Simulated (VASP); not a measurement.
# AlNi3 (I4/mmm) in VASP: further runs

AlNi3 is run at these levels: PBEsol; tasks: single point.

Everything below comes from runs of VASP 6.6.1. Logs are shortened: lines on timing, memory, paths and dates and some standing lists are left out, and cuts for length are marked.

### 1 The cell of the first run

Symmetry: I4/mmm, No. 139, tetragonal system. The conventional cell has a = 3.799 Å, b = 3.799 Å, c = 5.821 Å, α = 90.00°, β = 90.00°, γ = 90.00°. Al (site symmetry 4/mmm) has 14 Ni at 2.39 to 2.91 Å within 3.2 Å. Within 3.2 Å of Ni (site symmetry -4m2) lie 4 Al at 2.39 Å and 10 Ni at 2.39 to 2.91 Å. Within 3.2 Å of Ni (site symmetry 4/mmm) lie 8 Ni at 2.39 Å and 6 Al at 2.69 to 2.91 Å.

### 2 Single point, PBEsol (strain -0.040 along x and y, +0.040 along z)

File INCAR:

```
PREC = Accurate ; ENCUT = 520
EDIFF = 1E-7 ; ISMEAR = 0
SIGMA = 0.15 ; LREAL = F
LASPH = T ; NELM = 80
ALGO = Fast ; ISIF = 2
LWAVE = F ; LCHARG = F
GGA = PS ; NBANDS = 24
```

File KPOINTS:

```
Automatic mesh
0
Gamma
  14 14 14
```

File POSCAR:

```
AlNi3
1.0
    0.0000000000      2.6864715449      2.9103441737
    2.6864715449      0.0000000000      2.9103441737
    2.6864715449      2.6864715449      0.0000000000
Al Ni
1 3
Direct
    0.5000000000      0.5000000000      0.5000000000
    0.2500000000      0.2500000000      0.2500000000
    0.0000000000      0.0000000000      0.0000000000
    0.7500000000      0.7500000000      0.7500000000
```

Potentials or basis: VASP PAW PBE potentials, release 64 (Al, Ni).

Launch:

```sh
cat potpaw_PBE.64/Al/POTCAR potpaw_PBE.64/Ni/POTCAR > POTCAR
mpirun -np 1 vasp_std > vasp.out
```

OUTCAR:

```text
PREC = Accurate
   ENCUT = 520
   EDIFF = 1E-7
   ISMEAR = 0
   LREAL = F
   LASPH = T
   NELM = 80
   ISIF = 2
   GGA = PS

 ion  position               nearest neighbor table
   1  0.500  0.500  0.500-   2 2.39   2 2.39   4 2.39   4 2.39   4 2.39   4 2.39   2 2.39   2 2.39
                             3 2.69   3 2.69   3 2.69   3 2.69   3 2.91   3 2.91
   2  0.250  0.250  0.250-   3 2.39   3 2.39   1 2.39   1 2.39   3 2.39   1 2.39   3 2.39   1 2.39
                             4 2.69   4 2.69   4 2.69   4 2.69   4 2.91   4 2.91
   3  0.000  0.000  0.000-   4 2.39   4 2.39   2 2.39   2 2.39   4 2.39   2 2.39   4 2.39   2 2.39
                             1 2.69   1 2.69   1 2.69   1 2.69   1 2.91   1 2.91
   4  0.750  0.750  0.750-   1 2.39   1 2.39   3 2.39   3 2.39   3 2.39   3 2.39   1 2.39   1 2.39
                             2 2.69   2 2.69   2 2.69   2 2.69   2 2.91   2 2.91

  LATTYP: Found a body centered tetragonal cell.
 ALAT       =     3.7992444937
 C/A-ratio  =     1.5320646926

  Lattice vectors:

 A1 = (  -2.6864715449,   0.0000000000,   2.9103441737)
 A2 = (   2.6864715449,   0.0000000000,   2.9103441737)
 A3 = (   0.0000000000,   2.6864715449,  -2.9103441737)

Analysis of symmetry for initial positions (statically):
=====================================================================
 Subroutine PRICEL returns:
 Original cell was already a primitive cell.

 Routine SETGRP: Setting up the symmetry group for a
 body centered tetragonal supercell.

 Subroutine GETGRP returns: Found 16 space group operations
 (whereof 16 operations were pure point group operations)
 out of a pool of 16 trial point group operations.

The static configuration has the point symmetry D_4h.

Analysis of symmetry for dynamics (positions and initial velocities):
=====================================================================
 Subroutine PRICEL returns:
 Original cell was already a primitive cell.

 Routine SETGRP: Setting up the symmetry group for a
 body centered tetragonal supercell.

 Subroutine GETGRP returns: Found 16 space group operations
 (whereof 16 operations were pure point group operations)
 out of a pool of 16 trial point group operations.

The dynamic configuration has the point symmetry D_4h.

 Subroutine INISYM returns: Found 16 space group operations
 (whereof 16 operations are pure point group operations),
 and found     1 'primitive' translations

----------------------------------------------------------------------------------------

                                     Primitive cell

  volume of cell :      42.0087

[... 91 lines left out ...]
   NELM   =     80;   NELMIN=  2; NELMDL= -5     # of ELM steps
   EDIFF  = 0.1E-06   stopping-criterion for ELM
   LREAL  =      F    real-space projection
   EDIFFG = 0.1E-05   stopping-criterion for IOM
   NSW    =      0    number of steps for IOM
   IBRION =     -1    ionic relax: 0-MD 1-quasi-New 2-CG
   NFREE  =      0    steps in history (QN), initial steepest desc. (CG)
   ISIF   =      2    stress and relaxation
   ISYM   =      2    0-nonsym 1-usesym 2-fastsym
   POTIM  = 0.5000    time-step for ionic-motion
   TEBEG  =    0.0;   TEEND  =   0.0 temperature during run
   PSTRESS=    0.0 pullay stress
   NELECT =      33.0000    total number of electrons
   NUPDOWN=      -1.0000    fix difference up-down
   EMIN   =  10.00;   EMAX   =-10.00  energy-range for DOS
   EFERMI =   0.00;   METHOD = LEGACY
   ISMEAR =     0;   SIGMA  =   0.15  broadening in eV -4-tet -1-fermi 0-gaus
   EFERMI_NEDOS =   21; number of points for ismear=-14 and -15
   IALGO  =     68    algorithm
   IMIX   =      4    mixing-type and parameters
     AMIX     =   0.40;   BMIX     =  1.00
     AMIX_MAG =   1.60;   BMIX_MAG =  1.00
  volume/ion in A,a.u.               =      10.50        70.87
  Fermi-wavevector in a.u.,A,eV,Ry     =   1.510543  2.854513 31.044975  2.281741
  Thomas-Fermi vector in A             =   2.620719
   LORBIT       =      0    0 simple, 1 ext, 2 COOP (PROOUT), +10 PAW based schemes
   GGA     = PS    functional components
   LHFCALC =     F    Hartree Fock is set to
   AEXX    =    0.0000 exact exchange contribution
   IVDW    =     0    specifies the selected vdW correction
   LEPSILON=     F    determine dielectric tensor
   LRPA    =     F    only Hartree local field effects (RPA)
 non-spin polarized calculation
 RMM-DIIS sequential band-by-band and
 Gauss-broadening in eV      SIGMA  =   0.15
  energy-cutoff  :      520.00
  volume of cell :       42.01
 maximum number of plane-waves:      1143
 NGX is ok and might be reduce to    30
   NGX = 15   NGY = 15   NGZ = 15

 number of electron      33.0000020 magnetization

 Free energy of the ion-electron system (eV)
  ---------------------------------------------------
  ext. energy  EPLUGINS =         0.00000000
  ---------------------------------------------------
  free energy    TOTEN  =       -24.05128387 eV

  energy without entropy =      -24.02309530  energy(sigma->0) =      -24.03718959

 E-fermi :  10.4453     XC(G=0): -13.2166

 val. band max:       10.4441825695   @ k =   0.4286   0.0000   0.0000
 cond. band min:      10.4505226304   @ k =  -0.2857   0.4286   0.1429
 fundamental gap:      0.0063400609
 Fermi energy:        10.4453145268

 k-point     1 :       0.0000    0.0000    0.0000
  band No.  band energies     occupation
      1      -0.0779      2.00000
      2       6.5048      2.00000
      3       6.6635      2.00000
      4       6.6641      2.00000
      5       6.8240      2.00000
      6       6.8240      2.00000
[... 637 lines left out ...]
     23      19.0034      0.00000
     24      20.8147      0.00000

 [... further k-points ...]
[... 5 lines left out ...]
  --------------------------------------------------------------------------------------
  -------------------------------------------------------------------------------------
  Total        2.2619976      2.2619976      2.9040861      0.0000000      0.0000000     -0.0000000
  in kB       86.2708122     86.2708122    110.7595642      0.0000000      0.0000000     -0.0000000
  external PRESSURE =      94.4337295 kB  Pullay stress =       0.0000000 kB

 VOLUME and BASIS-vectors are now :
 -----------------------------------------------------------------------------
  energy-cutoff  :      520.00
  volume of cell :       42.01
      direct lattice vectors                 reciprocal lattice vectors
     0.000000000  2.686471545  2.910344174    -0.186117735  0.186117735  0.171800986
     2.686471545  0.000000000  2.910344174     0.186117735 -0.186117735  0.171800986
     2.686471545  2.686471545  0.000000000     0.186117735  0.186117735 -0.171800986

 POSITION                                       TOTAL-FORCE (eV/Angst)
 -----------------------------------------------------------------------------------
      2.68647      2.68647      2.91034         0.000000     -0.000000      0.000000
      1.34324      1.34324      1.45517        -0.000000      0.000000      0.000000
      0.00000      0.00000      0.00000         0.000000     -0.000000      0.000000
      4.02971      4.02971      4.36552         0.000000      0.000000     -0.000000
 -----------------------------------------------------------------------------------
    total drift:                                0.000000     -0.000000      0.000000

  FREE ENERGIE OF THE ION-ELECTRON SYSTEM (eV)
  ---------------------------------------------------
  free  energy   TOTEN  =       -24.0512838736 eV

  energy  without entropy=      -24.0230953050  energy(sigma->0) =      -24.03718959
```

OSZICAR:

```text
N       E                     dE             d eps       ncg     rms          rms(c)
DAV:   1     0.185791309464E+03    0.18579E+03   -0.14274E+04 11960   0.178E+03
DAV:   2    -0.191041811818E+02   -0.20490E+03   -0.19275E+03 11728   0.323E+02
DAV:   3    -0.280238997789E+02   -0.89197E+01   -0.85327E+01 14232   0.925E+01
[... 10 lines left out ...]
RMM:  14    -0.240512815678E+02   -0.20444E-04   -0.26986E-04 15614   0.114E-01    0.159E-02
RMM:  15    -0.240512833749E+02   -0.18071E-05   -0.37708E-05 16458   0.363E-02    0.500E-03
RMM:  16    -0.240512838513E+02   -0.47634E-06   -0.53920E-06 16017   0.146E-02    0.442E-03
RMM:  17    -0.240512839702E+02   -0.11894E-06   -0.66031E-07  9963   0.575E-03    0.305E-03
RMM:  18    -0.240512838667E+02    0.10353E-06   -0.14729E-07  7473   0.381E-03    0.137E-03
RMM:  19    -0.240512838736E+02   -0.69704E-08   -0.53385E-08  7052   0.213E-03
   1 F= -.24051284E+02 E0= -.24037190E+02  d E =-.281886E-01
```

stdout:

```text
POSCAR found type information on POSCAR AlNi
 POSCAR found :  2 types and       4 ions
 scaLAPACK will be used
 -----------------------------------------------------------------------------
|                                                                             |
|                                                                             |
|     You enforced a specific xc type in the INCAR file but a different       |
|     I HOPE YOU KNOW WHAT YOU ARE DOING!                                     |
|                                                                             |
 -----------------------------------------------------------------------------

 LDA part: xc-table for (Slater+PW92), standard interpolation
 POSCAR, INCAR and KPOINTS ok, starting setup
 FFT: planning ... GRIDC
 FFT: planning ... GRID_SOFT
 FFT: planning ... GRID
 WAVECAR not read
 entering main loop
```

It took 3.6 min on 1 thread of Intel Xeon Platinum 8488C (Sapphire Rapids), shared host; peak memory 0.31 GiB.

Results:

- Free energy: -24.0513 eV
- Pressure: 9.4 GPa

Caveat: the cell differs from its parent crystal (strain -0.040 along x and y, +0.040 along z); the PAW data sets were made with another functional, which shifts forces and pressure a little.

### 3 Single point, PBEsol (strain -0.040 along x and y, +0.080 along z)

File INCAR:

```
PREC     = Accurate       # precision mode
ENCUT    = 520            # plane-wave cutoff, eV
EDIFF    = 1E-6           # SCF threshold, eV
ISMEAR   = 0              # smearing method
SIGMA    = 0.15           # smearing width, eV
LREAL    = False          # projectors in reciprocal space
LASPH    = True           # aspherical terms in the spheres
NELM     = 60             # most SCF steps
ALGO     = Fast           # electronic algorithm
ISIF     = 2              # what is computed and relaxed
LWAVE    = False          # write WAVECAR
LCHARG   = False          # write CHGCAR
GGA      = PS             # functional
NBANDS   = 24             # bands
```

KPOINTS is that of step 2.

Changes to POSCAR since step 2:

```diff
@@ -2,4 +2,4 @@
 1.0
-    0.0000000000      2.6864715449      2.9103441737
-    2.6864715449      0.0000000000      2.9103441737
+    0.0000000000      2.6864715449      3.0222804880
+    2.6864715449      0.0000000000      3.0222804880
     2.6864715449      2.6864715449      0.0000000000
```

Potentials or basis: VASP PAW PBE potentials, release 64 (Al, Ni).

Launch:

```sh
cat potpaw_PBE.64/Al/POTCAR potpaw_PBE.64/Ni/POTCAR > POTCAR
mpirun -np 1 vasp_std > vasp.out
```

Wall time 3.2 min (1 thread of Intel Xeon Platinum 8488C (Sapphire Rapids), shared host); peak memory 0.32 GiB.

It converged, with:

* Free energy: -24.1214 eV
* Pressure: 1.1 GPa

Stress tensor (GPa, compression positive):
```
0.12 0.00 0.00
0.00 0.12 0.00
0.00 0.00 3.04
```

Levels at points of the mesh, in eV from the Fermi level:
```tsv
k point	band 13	band 14	band 15	band 16	band 17	band 18	band 19	band 20
(0.00, 0.00, 0.00)	-0.74	-0.70	-0.43	-0.36	4.76	5.46	5.46	5.77
(0.50, 0.00, 0.00)	-0.75	-0.73	-0.65	-0.30	-0.08	3.44	4.24	4.95
(0.50, 0.50, 0.00)	-0.60	-0.60	-0.44	-0.40	-0.37	-0.24	-0.24	5.13
(0.50, 0.00, 0.50)	-1.12	-1.07	-0.56	-0.47	-0.39	-0.33	0.34	4.06
```

Caveat: the cell differs from its parent crystal (strain -0.040 along x and y, +0.080 along z); the PAW data sets were made with another functional, which shifts forces and pressure a little.

### 4 Single point, PBEsol (strain +0.040 along x and y, -0.080 along z)

File INCAR:

```
SYSTEM = AlNi3
  PREC = Accurate
  ENCUT = 520
  EDIFF = 1E-7
  ISMEAR = 0
  SIGMA = 0.15
  LREAL = .FALSE.
  LASPH = .TRUE.
  NELM = 80
  ALGO = Fast
  ISIF = 2
  LWAVE = .FALSE.
  LCHARG = .FALSE.
  GGA = PS
  NBANDS = 24
```

File KPOINTS:

```
Automatic mesh
0
G
  14 14 14
  0 0 0
```

File POSCAR:

```
AlNi3
1.0
    0.0000000000      2.9103441737      2.5745352306
    2.9103441737      0.0000000000      2.5745352306
    2.9103441737      2.9103441737      0.0000000000
Al Ni
1 3
Direct
    0.5000000000      0.5000000000      0.5000000000
    0.2500000000      0.2500000000      0.2500000000
    0.0000000000      0.0000000000      0.0000000000
    0.7500000000      0.7500000000      0.7500000000
```

Launch:

```sh
cat potpaw_PBE.64/Al/POTCAR potpaw_PBE.64/Ni/POTCAR > POTCAR
mpirun -np 1 vasp_std > vasp.out
```

It took 3.6 min on 1 thread of Intel Xeon Platinum 8488C (Sapphire Rapids), shared host; peak memory 0.33 GiB.

The run converged. Its results:

```yaml
Free_energy: -24.0529 eV
Pressure: 1.8 GPa
```

Stress tensor (GPa, compression positive):
```
-0.15  0.00  0.00
 0.00 -0.15  0.00
 0.00  0.00  5.66
```

Levels at points of the mesh, in eV from the Fermi level:
| k point | band 13 | band 14 | band 15 | band 16 | band 17 | band 18 | band 19 | band 20 |
| --- | --- | --- | --- | --- | --- | --- | --- | --- |
| (0.00, 0.00, 0.00) | -0.81 | -0.64 | -0.36 | -0.35 | 5.33 | 5.64 | 5.64 | 5.70 |
| (0.50, 0.00, 0.00) | -0.84 | -0.74 | -0.54 | -0.30 | -0.10 | 3.88 | 4.17 | 4.46 |
| (0.50, 0.50, 0.00) | -1.14 | -1.14 | -0.72 | -0.47 | -0.47 | -0.41 | 0.74 | 3.57 |
| (0.50, 0.00, 0.50) | -0.77 | -0.68 | -0.45 | -0.40 | -0.32 | -0.24 | -0.20 | 4.88 |

Caveat: the cell differs from its parent crystal (strain +0.040 along x and y, -0.080 along z); the PAW data sets were made with another functional, which shifts forces and pressure a little. Spin polarisation is off, so any magnetic state and its effect on volume and gap are missing.

### 5 Overview

| cell | further INCAR settings | gap on the mesh (eV) | pressure (GPa) |
| --- | --- | --- | --- |
| a = 3.961, b = 3.961, c = 3.799 Å, angles 61.3, 61.3, 57.3°, 4 atoms | ALGO = Fast; EDIFF = 1e-07; NBANDS = 24 | none | 9.4 |
| a = 4.044, b = 4.044, c = 3.799 Å, angles 62.0, 62.0, 56.0°, 4 atoms | ALGO = Fast; EDIFF = 1e-06; NBANDS = 24 | none | 1.1 |
| a = 3.886, b = 3.886, c = 4.116 Å, angles 58.0, 58.0, 64.0°, 4 atoms | ALGO = Fast; EDIFF = 1e-07; NBANDS = 24 | none | 1.8 |

Alike in all rows: task single point; level PBEsol; potentials or basis VASP PAW PBE potentials, release 64 (Al, Ni); no spin polarisation; k mesh 14 × 14 × 14; cutoff (eV) 520; smearing gaussian 0.15 eV.

Caveats: the PAW data sets were made with another functional, which shifts forces and pressure a little.

Absolute energies hang on the potentials; compare differences alone.
